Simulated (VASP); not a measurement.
A run of VASP 6.6.1:

File INCAR:

```
  PREC = Accurate
  ENCUT = 520
  EDIFF = 1E-6
  ISMEAR = 0
  SIGMA = 0.05
  LREAL = F
  LASPH = T
  NELM = 100
  ALGO = Normal
  ISIF = 2
  LWAVE = F
  LCHARG = F
  GGA = PS
  NBANDS = 26
```

KPOINTS

```
regular mesh
0
Gamma
  6 6 10
```

Contents of POSCAR:

```
BN
1.0
    4.3982250342      0.0000000000      0.0000000000
    0.0000000000      4.3982250342      0.0000000000
    0.0000000000      0.0000000000      2.6142000000
B N
4 4
Direct
    0.1741337327      0.8258662673      0.5000000000
    0.3258662673      0.3258662673      0.0000000000
    0.6741337327      0.6741337327      0.0000000000
    0.8258662673      0.1741337327      0.5000000000
    0.8123909516      0.8123909516      0.5000000000
    0.3123909516      0.6876090484      0.0000000000
    0.6876090484      0.3123909516      0.0000000000
    0.1876090484      0.1876090484      0.5000000000
```

Potentials or basis: VASP PAW PBE potentials, release 64 (B, N).

Run with:

```console
$ cat potpaw_PBE.64/B/POTCAR potpaw_PBE.64/N/POTCAR > POTCAR
$ mpirun -np 1 vasp_std > vasp.out
```

Hardware: 1 thread of AMD EPYC 9R45 96-Core Processor (Zen 5), with other jobs on the host.

Task: How long does it take, and how much memory?

Result: Run time: 46 s on 1 thread of AMD EPYC 9R45 96-Core Processor (Zen 5), on a shared host, peak memory 0.16 GiB. Counts: scf iterations 13, k points 60.
